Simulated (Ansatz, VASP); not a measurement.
**In4P: VASP beside Ansatz**

Contents of INCAR:

```
  PREC = Accurate
  ENCUT = 600
  EDIFF = 1E-6
  ISMEAR = 0
  SIGMA = 0.1
  LREAL = F
  LASPH = T
  NELM = 80
  ALGO = Normal
  ISIF = 3
  LWAVE = F
  LCHARG = F
  GGA = PE
  IBRION = 2
  NSW = 90
  EDIFFG = -0.04
```

The input KPOINTS:

```
Automatic mesh
0
Gamma
  4 4 4
```

Contents of POSCAR:

```
In4P
1.0
   -3.1334394400      3.1334394400      3.1334394400
    3.1334394400     -3.1334394400      3.1334394400
    3.1334394400      3.1334394400     -3.1334394400
In P
4 1
Direct
    0.0000000000      0.0000000000      0.5000000000
    0.5000000000      0.0000000000      0.0000000000
    0.0000000000      0.5000000000      0.0000000000
    0.5000000000      0.5000000000      0.5000000000
    0.0000000000      0.0000000000      0.0000000000
```

Input for Ansatz:

```yaml
crystal:
  lattice:
    - [-3.13343944, 3.13343944, 3.13343944]
    - [3.13343944, -3.13343944, 3.13343944]
    - [3.13343944, 3.13343944, -3.13343944]
  atoms:
    - { symbol: In, position: [0.0, 0.0, 0.5] }
    - { symbol: In, position: [0.5, 0.0, 0.0] }
    - { symbol: In, position: [0.0, 0.5, 0.0] }
    - { symbol: In, position: [0.5, 0.5, 0.5] }
    - { symbol: P, position: [0.0, 0.0, 0.0] }
basis:
  ecutwfc: 420
kpoints:
  mp_grid: { grid: [4, 4, 4] }
hamiltonian:
  xc: pbe
scf:
  occupations: { method: gaussian, width: 0.1 }
  lower_state_search: "off"
output:
  forces: true
  stress: true
  eigenvalues: true
relax:
  adjacent_minimum: "off"
  f_tol: 0.04
  max_steps: 70
  cell: { stress_tol: 0.4 }
```

Change from the starting cell: species swapped into the Hg4Pt type (Im-3m, No. 229).

Alike in both runs: task relaxation of cell and atoms; functional PBE; k mesh 4 × 4 × 4; occupations gaussian, width 0.1 eV; no spin polarisation.

```csv
,VASP,Ansatz
version,VASP 6.6.1,Ansatz 0.2.0
potentials or method,"VASP PAW PBE potentials, release 64 (In_d, P), cutoff 600 eV","scalar-relativistic, plane waves, PAW"
valence electrons in the cell,57,57
```

|  | VASP | Ansatz | Ansatz less VASP |
| --- | --- | --- | --- |
| gap on the k mesh at the Fermi level, each at its own relaxed structure (eV) | none | none | - |
| relaxed volume (Å³/atom) | 27.66 | 27.88 | +0.220 |
| relaxed cell length with the largest relative difference (Å) | 5.643 | 5.658 | +0.0149 |

A gap of «none» marks a metal or a gap that the smearing closes.
